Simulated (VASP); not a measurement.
# Ni (Fm-3m) in VASP: notebook

The runs below take Ni through single point, with LDA.

All numbers are computed with VASP 6.6.1; they aren't measurements. Logs are shortened: lines on timing, memory, paths and dates and some standing lists are left out, and cuts for length are marked.

## (1) The cell of the first run

The structure is cubic, space group Fm-3m (No. 225). The conventional cell has a = 3.488 Å, b = 3.488 Å, c = 3.488 Å, α = 90.00°, β = 90.00°, γ = 90.00°. Within 3.3 Å of Ni (site symmetry m-3m) lie 12 Ni at 2.47 Å.

## (2) Single point, LDA, collinear spin, ferromagnetic start (10.61 Å³/atom)

The input, INCAR:

```
SYSTEM = Ni
ALGO = Normal
EDIFF = 1E-7
ENCUT = 520
ISIF = 2
ISMEAR = -1
ISPIN = 2
LASPH = .TRUE.
LCHARG = .FALSE.
LMAXMIX = 4
LORBIT = 11
LREAL = .FALSE.
LWAVE = .FALSE.
MAGMOM = 1.5
NBANDS = 15
NELM = 150
PREC = Accurate
SIGMA = 0.05
```

The input, KPOINTS:

```
k-points
0
G
  20 20 20
  0 0 0
```

The input, POSCAR:

```
Ni
1.0
    0.0000000000      1.7440558547      1.7440558547
    1.7440558547      0.0000000000      1.7440558547
    1.7440558547      1.7440558547      0.0000000000
Ni
1
Direct
    0.0000000000      0.0000000000      0.0000000000
```

Potentials or basis: VASP PAW LDA potentials, release 64 (Ni).

Started as:

```console
> cat potpaw_LDA.64/Ni/POTCAR > POTCAR
> mpirun -np 1 vasp_std > vasp.out
```

OUTCAR:

```text
SYSTEM = Ni
   EDIFF = 1E-7
   ENCUT = 520
   ISIF = 2
   ISMEAR = -1
   ISPIN = 2
   LASPH = .TRUE.
   LORBIT = 11
   LREAL = .FALSE.
   NELM = 150
   PREC = Accurate

 ion  position               nearest neighbor table
   1  0.000  0.000  0.000-

  LATTYP: Found a face centered cubic cell.
 ALAT       =     3.4881117094

  Lattice vectors:

 A1 = (   0.0000000000,   1.7440558547,   1.7440558547)
 A2 = (   1.7440558547,   0.0000000000,   1.7440558547)
 A3 = (   1.7440558547,   1.7440558547,   0.0000000000)

Analysis of symmetry for initial positions (statically):
=====================================================================
 Subroutine PRICEL returns:
 Original cell was already a primitive cell.

 Routine SETGRP: Setting up the symmetry group for a
 face centered cubic supercell.

 Subroutine GETGRP returns: Found 48 space group operations
 (whereof 48 operations were pure point group operations)
 out of a pool of 48 trial point group operations.

The static configuration has the point symmetry O_h .

Analysis of symmetry for dynamics (positions and initial velocities):
=====================================================================
 Subroutine PRICEL returns:
 Original cell was already a primitive cell.

 Routine SETGRP: Setting up the symmetry group for a
 face centered cubic supercell.

 Subroutine GETGRP returns: Found 48 space group operations
 (whereof 48 operations were pure point group operations)
 out of a pool of 48 trial point group operations.

The dynamic configuration has the point symmetry O_h .

Analysis of structural, dynamic, and magnetic symmetry:
=====================================================================
 Subroutine PRICEL returns:
 Original cell was already a primitive cell.

 Routine SETGRP: Setting up the symmetry group for a
 face centered cubic supercell.

 Subroutine GETGRP returns: Found 48 space group operations
 (whereof 48 operations were pure point group operations)
 out of a pool of 48 trial point group operations.

The overall configuration has the point symmetry O_h .

 Subroutine INISYM returns: Found 48 space group operations
 (whereof 48 operations are pure point group operations),
 and found     1 'primitive' translations

----------------------------------------------------------------------------------------

                                     Primitive cell

  volume of cell :      10.6099

  direct lattice vectors                    reciprocal lattice vectors
     0.000000000  1.744055855  1.744055855    -0.286688066  0.286688066  0.286688066
     1.744055855  0.000000000  1.744055855     0.286688066 -0.286688066  0.286688066
     1.744055855  1.744055855  0.000000000     0.286688066  0.286688066 -0.286688066

  length of vectors
     2.466467443  2.466467443  2.466467443     0.496558296  0.496558296  0.496558296

  position of ions in fractional coordinates (direct lattice)
     0.000000000  0.000000000  0.000000000

  ion indices of the primitive-cell ions
   primitive index   ion index
                 1           1

----------------------------------------------------------------------------------------

 KPOINTS: k-points

Automatic generation of k-mesh.
 Grid dimensions read from file:
 generate k-points for:   20   20   20

 Generating k-lattice:

  Cartesian coordinates                     Fractional coordinates (reciprocal lattice)
    -0.014334403  0.014334403  0.014334403     0.050000000  0.000000000  0.000000000
     0.014334403 -0.014334403  0.014334403     0.000000000  0.050000000  0.000000000
     0.014334403  0.014334403 -0.014334403     0.000000000  0.000000000  0.050000000

  Length of vectors
     0.024827915  0.024827915  0.024827915

  Shift w.r.t. Gamma in fractional coordinates (k-lattice)
     0.000000000  0.000000000  0.000000000

 Subroutine IBZKPT returns following result:
 ===========================================

 Found    256 irreducible k-points:

 Following reciprocal coordinates:
            Coordinates               Weight
  0.000000  0.000000  0.000000      1.000000
  0.050000  0.000000  0.000000      8.000000
  0.100000  0.000000  0.000000      8.000000
  0.150000  0.000000  0.000000      8.000000
  0.200000  0.000000  0.000000      8.000000
  0.250000  0.000000  0.000000      8.000000
[... 16 lines left out ...]
 -0.400000  0.050000  0.000000     24.000000
 -0.350000  0.050000  0.000000     24.000000
 [... further k-points ...]
   k-points           NKPTS =    256   k-points in BZ     NKDIM =    256   number of bands    NBANDS=     15
   number of dos      NEDOS =    301   number of ions     NIONS =      1
   total plane-waves  NPLWV =   5832
   dimension x,y,z NGX =    18 NGY =   18 NGZ =   18
   dimension x,y,z NGXF=    36 NGYF=   36 NGZF=   36
   ions per type =               1
   NGX,Y,Z   is equivalent  to a cutoff of  12.13, 12.13, 12.13 a.u.
   NGXF,Y,Z  is equivalent  to a cutoff of  24.26, 24.26, 24.26 a.u.
 SYSTEM =  Ni
   PREC   = accura    normal or accurate (medium, high low for compatibility)
   ISTART =      0    job   : 0-new  1-cont  2-samecut
   ICHARG =      2    charge: 1-file 2-atom 10-const
   ISPIN  =      2    spin polarized calculation?
   LNONCOLLINEAR =      F non collinear calculations
   LSORBIT =      F    spin-orbit coupling
   LASPH  =      T    aspherical Exc in radial PAW
   ENCUT  =  520.0 eV  38.22 Ry    6.18 a.u.   4.59  4.59  4.59*2*pi/ulx,y,z
   NELM   =    150;   NELMIN=  2; NELMDL= -5     # of ELM steps
   EDIFF  = 0.1E-06   stopping-criterion for ELM
   LREAL  =      F    real-space projection
   EDIFFG = 0.1E-05   stopping-criterion for IOM
   NSW    =      0    number of steps for IOM
   IBRION =     -1    ionic relax: 0-MD 1-quasi-New 2-CG
   NFREE  =      0    steps in history (QN), initial steepest desc. (CG)
   ISIF   =      2    stress and relaxation
   ISYM   =      2    0-nonsym 1-usesym 2-fastsym
   POTIM  = 0.5000    time-step for ionic-motion
   TEBEG  =    0.0;   TEEND  =   0.0 temperature during run
   PSTRESS=    0.0 pullay stress
   NELECT =      10.0000    total number of electrons
   NUPDOWN=      -1.0000    fix difference up-down
   EMIN   =  10.00;   EMAX   =-10.00  energy-range for DOS
   EFERMI =   0.00;   METHOD = LEGACY
   ISMEAR =    -1;   SIGMA  =   0.05  broadening in eV -4-tet -1-fermi 0-gaus
   EFERMI_NEDOS =   21; number of points for ismear=-14 and -15
   IALGO  =     38    algorithm
   IMIX   =      4    mixing-type and parameters
     AMIX     =   0.40;   BMIX     =  1.00
     AMIX_MAG =   1.60;   BMIX_MAG =  1.00
  volume/ion in A,a.u.               =      10.61        71.60
  Fermi-wavevector in a.u.,A,eV,Ry     =   1.605109  3.033216 35.053695  2.576374
  Thomas-Fermi vector in A             =   2.701507
   LORBIT       =     11    0 simple, 1 ext, 2 COOP (PROOUT), +10 PAW based schemes
   GGA     = CA    functional components
   LHFCALC =     F    Hartree Fock is set to
   AEXX    =    0.0000 exact exchange contribution
   IVDW    =     0    specifies the selected vdW correction
   LEPSILON=     F    determine dielectric tensor
   LRPA    =     F    only Hartree local field effects (RPA)
 spin polarized calculation
  energy-cutoff  :      520.00
  volume of cell :       10.61
 maximum number of plane-waves:       302
   NGX =  9   NGY =  9   NGZ =  9

 number of electron      10.0000004 magnetization       0.6048565

 Free energy of the ion-electron system (eV)
  ---------------------------------------------------
  ext. energy  EPLUGINS =         0.00000000
  ---------------------------------------------------
  free energy    TOTEN  =        -6.56247763 eV

  energy without entropy =       -6.54765482  energy(sigma->0) =       -6.55506623

 E-fermi :   9.3833     XC(G=0): -13.7621

 val. band max:        9.3716642521   @ k =  -0.4000   0.2500   0.0000
 cond. band min:       9.3834523844   @ k =   0.4000   0.0000   0.0000
 fundamental gap:      0.0117881323
 Fermi energy:         9.3832694114

 spin component 1

 k-point     1 :       0.0000    0.0000    0.0000
  band No.  band energies     occupation
      1       0.2291      1.00000
      2       6.9725      1.00000
      3       6.9725      1.00000
      4       6.9725      1.00000
      5       8.1657      1.00000
      6       8.1657      1.00000
      7      33.3839      0.00000
      8      37.3335      0.00000
      9      37.3335      0.00000
     10      37.3335      0.00000
     11      40.3792      0.00000
     12      40.3792      0.00000
     13      40.3792      0.00000
     14      43.5101      0.00000
     15      49.7679      0.00000
[... 397 lines left out ...]
 k-point    24 :      -0.3500    0.0500    0.0000
  band No.  band energies     occupation
      1       4.1100      1.00000
      2       7.0417      1.00000
      3       7.0979      1.00000
      4       7.2130      1.00000
      5       8.5393      1.00000
      6       8.8996      0.99994
      7      18.7715      0.00000
      8      31.3939      0.00000
      9      33.7671      0.00000
     10      35.6611      0.00000
     11      37.7182      0.00000
     12      39.5639      0.00000
     13      43.9039      0.00000
     14      50.5789      0.00000
     15      52.1246      0.00000

 [... further k-points ...]

 spin component 2

 k-point     1 :       0.0000    0.0000    0.0000
  band No.  band energies     occupation
      1       0.2723      1.00000
      2       7.5892      1.00000
      3       7.5892      1.00000
      4       7.5892      1.00000
      5       8.7362      1.00000
      6       8.7362      1.00000
      7      33.3672      0.00000
      8      37.3835      0.00000
      9      37.3835      0.00000
     10      37.3835      0.00000
     11      40.5455      0.00000
     12      40.5455      0.00000
     13      40.5455      0.00000
     14      43.4869      0.00000
     15      49.9454      0.00000
[... 397 lines left out ...]
 k-point    24 :      -0.3500    0.0500    0.0000
  band No.  band energies     occupation
      1       4.3392      1.00000
      2       7.5446      1.00000
      3       7.6131      1.00000
      4       7.6638      1.00000
      5       9.1751      0.98468
      6       9.5102      0.07316
      7      19.0267      0.00000
      8      31.4515      0.00000
      9      33.8344      0.00000
     10      35.7927      0.00000
     11      37.8380      0.00000
     12      39.6665      0.00000
     13      44.0321      0.00000
     14      50.6991      0.00000
     15      52.4351      0.00000

 [... further k-points ...]

------------------------ aborting loop because EDIFF is reached ----------------------------------------

  FORCE on cell =-STRESS in cart. coord.  units (eV):
  Direction    XX          YY          ZZ          XY          YZ          ZX
  --------------------------------------------------------------------------------------
  -------------------------------------------------------------------------------------
  Total       -0.8155781     -0.8155781     -0.8155781      0.0000000      0.0000000      0.0000000
  in kB     -123.1586580   -123.1586580   -123.1586580      0.0000000      0.0000000      0.0000000
  external PRESSURE =    -123.1586580 kB  Pullay stress =       0.0000000 kB

 VOLUME and BASIS-vectors are now :
 -----------------------------------------------------------------------------
  energy-cutoff  :      520.00
  volume of cell :       10.61
      direct lattice vectors                 reciprocal lattice vectors
     0.000000000  1.744055855  1.744055855    -0.286688066  0.286688066  0.286688066
     1.744055855  0.000000000  1.744055855     0.286688066 -0.286688066  0.286688066
     1.744055855  1.744055855  0.000000000     0.286688066  0.286688066 -0.286688066

 POSITION                                       TOTAL-FORCE (eV/Angst)
 -----------------------------------------------------------------------------------
      0.00000      0.00000      0.00000         0.000000      0.000000      0.000000
 -----------------------------------------------------------------------------------
    total drift:                                0.000000      0.000000     -0.000000

  FREE ENERGIE OF THE ION-ELECTRON SYSTEM (eV)
  ---------------------------------------------------
  free  energy   TOTEN  =        -6.5624776296 eV

  energy  without entropy=       -6.5476548223  energy(sigma->0) =       -6.55506623

 total charge

# of ion       s       p       d       tot
------------------------------------------
    1        0.510   0.519   8.337   9.365

 magnetization (x)

# of ion       s       p       d       tot
------------------------------------------
    1       -0.005  -0.018   0.632   0.608
```

It took 53 s on 1 thread of Intel Xeon Platinum 8488C (Sapphire Rapids), shared host; peak memory 0.16 GiB.

What came out:

```
Free energy                                           : -6.5625 eV
Pressure                                              : -12.3 GPa
Net moment                                            : 0.60 μB per cell
Site moments                                          : Ni +0.61 μB
Valence electrons inside the program's atomic spheres : Ni 9.37
```

Caveat: the cell stands under tension.

(Continued in part 2 of 2.)
